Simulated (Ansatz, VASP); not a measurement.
## SnSe2: VASP beside Ansatz

```
Se Sn
1.0
     3.81892    0.00000    0.00000
    -1.90946    3.30728    0.00000
     0.00000    0.00000   24.31757
Se Sn
4 2
Direct
  0.66667 0.33333 0.30842
  0.33333 0.66667 0.43886
  0.66667 0.33333 0.56114
  0.33333 0.66667 0.69158
  0.00000 0.00000 0.37364
  0.00000 0.00000 0.62636
```

Alike in both runs: task relaxation of the atoms; functional PBEsol; k mesh 9 × 9 × 1; occupations gaussian, width 0.05 eV; no spin polarisation.

```csv
,VASP,Ansatz
version,VASP 6.6.1,Ansatz 0.2.0
potentials or method,"VASP PAW PBE potentials, release 64 (Se, Sn_d), cutoff 520 eV","scalar-relativistic, plane waves, PAW"
valence electrons in the cell,52,92
```

```tsv
	VASP	Ansatz	Ansatz less VASP
gap on the k mesh at the Fermi level, each at its own relaxed structure (eV)	0.68	0.69	+0.010
```

VASP's potentials were made for PBE, not for PBEsol. VASP's potentials hold 52 valence electrons a cell and Ansatz's 92, so a difference there can come from the potentials and not from the codes.
